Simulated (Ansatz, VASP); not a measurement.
## MgO in VASP and in Ansatz

```
Mg O
1.0
     0.00000    2.46485    1.60215
     2.46485    0.00000    1.60215
     2.46485    2.46485    0.00000
Mg O
1 1
Direct
  0.00000 0.00000 0.00000
  0.50000 0.50000 0.50000
```

Alike in both runs: task single point; functional r2SCAN; k mesh 10 × 10 × 10; occupations gaussian, width 0.05 eV; no spin polarisation.

|  | VASP | Ansatz |
| --- | --- | --- |
| version | VASP 6.6.1 | Ansatz 0.2.0 |
| potentials or method | VASP PAW PBE potentials, release 64 (Mg, O), cutoff 520 eV | scalar-relativistic, plane waves, PAW |
| valence electrons in the cell | 8 | 16 |

|  | VASP | Ansatz | Ansatz less VASP |
| --- | --- | --- | --- |
| gap on the k mesh at the Fermi level (eV) | 4.17 | 4.17 | +0.002 |
| least direct gap on the mesh (eV) | 4.17 | 4.17 | +0.002 |

VASP's potentials were made for PBE, not for r2SCAN. VASP's potentials hold 8 valence electrons a cell and Ansatz's 16, so a difference there can come from the potentials and not from the codes.
